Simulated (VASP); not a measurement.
The system is WS2.

```
W S
1.0
     1.57900    0.91164    6.16333
    -1.57900    0.91164    6.16333
     0.00000   -1.82327    6.16333
W S
1 2
Direct
  0.00000 0.00000 0.00000
  0.58100 0.58100 0.58100
  0.75030 0.75030 0.75030
```

```yaml
Program: VASP 6.6.1
Task: relaxation of cell and atoms
Functional: PBEsol
Potentials_or_basis: VASP PAW PBE potentials, release 64 (W_sv, S)
Cutoff: 600 eV
k_mesh: 10 × 10 × 10
Occupations: fermi-dirac, width 0.05 eV
Spin: no spin polarisation
```

At the start: pressure -0.5 GPa; volume 17.74 Å³/atom.

Problem. Where does the relaxation end?

Solution. Over 15 steps the energy falls by 3.3 meV/atom and the volume is 18.20 Å³/atom (+2.6 %); space group R3m (No. 160, to 0.1 Å) before and after.

Step by step:
```
step  energy change (eV)  largest force (eV/Å)  pressure (GPa)  volume (Å³)
   1              0.0000                0.6016           -0.47        53.23
   2              0.0046                0.8369            1.05        52.83
   3             -0.0063                0.0181            0.15        53.06
   4             -0.0068                0.0967           -0.16        53.16
   5             -0.0068                0.1046           -0.20        53.17
   6             -0.0071                0.0807           -0.01        53.16
   7             -0.0073                0.0609            0.45        53.14
   8             -0.0075                0.0588            0.43        53.20
   9             -0.0081                0.0572            0.40        53.38
  10             -0.0090                0.0508            0.36        53.74
  11             -0.0097                0.0541            0.33        54.47
  12             -0.0098                0.0889           -0.46        54.75
  13             -0.0100                0.0389           -0.11        54.62
  14             -0.0100                0.0380            0.14        54.60
  15             -0.0100                0.0145            0.03        54.61
```

Final structure:
```
W S
1.0
     1.57402    0.90876    6.36311
    -1.57402    0.90876    6.36311
     0.00000   -1.81752    6.36311
W S
1 2
Direct
  0.99931 0.99931 0.99931
  0.58388 0.58388 0.58388
  0.74810 0.74810 0.74810
```

Caveat: the PAW data sets were made with another functional, which shifts forces and pressure a little.
